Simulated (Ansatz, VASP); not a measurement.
**One calculation of SiNi, two programs**

```
CELL_PARAMETERS angstrom
0.00000 2.22454 2.22454
2.22454 0.00000 2.22454
2.22454 2.22454 0.00000
ATOMIC_POSITIONS crystal
Ni 0.00000 0.00000 0.00000
Si 0.50000 0.50000 0.50000
```

Change from the starting cell: volume scaled by 0.88, PAW files.

Alike in both runs: task single point; functional LDA; k mesh 16 × 16 × 16; occupations fermi-dirac, width 0.08 eV; no spin polarisation.

|  | VASP | Ansatz |
| --- | --- | --- |
| version | VASP 6.6.1 | Ansatz 0.2.0 |
| potentials or method | VASP PAW LDA potentials, release 64 (Ni, Si) | PAW with Ansatz's default frozen-core files, scalar-relativistic |
| plane-wave cutoff (eV) | 520 | 420 |
| valence electrons in the cell | 14 | 22 |

```tsv
	VASP	Ansatz	Ansatz less VASP
pressure (GPa)	28.7	28.3	-0.40
```

LDA's correlation is that of Perdew and Zunger in VASP and of Perdew and Wang (1992) in Ansatz. Both programs put the cell under a high pressure, so it lies far from rest at this level. VASP's potentials hold 14 valence electrons a cell and Ansatz's 22, so a difference there can come from the potentials and not from the codes.
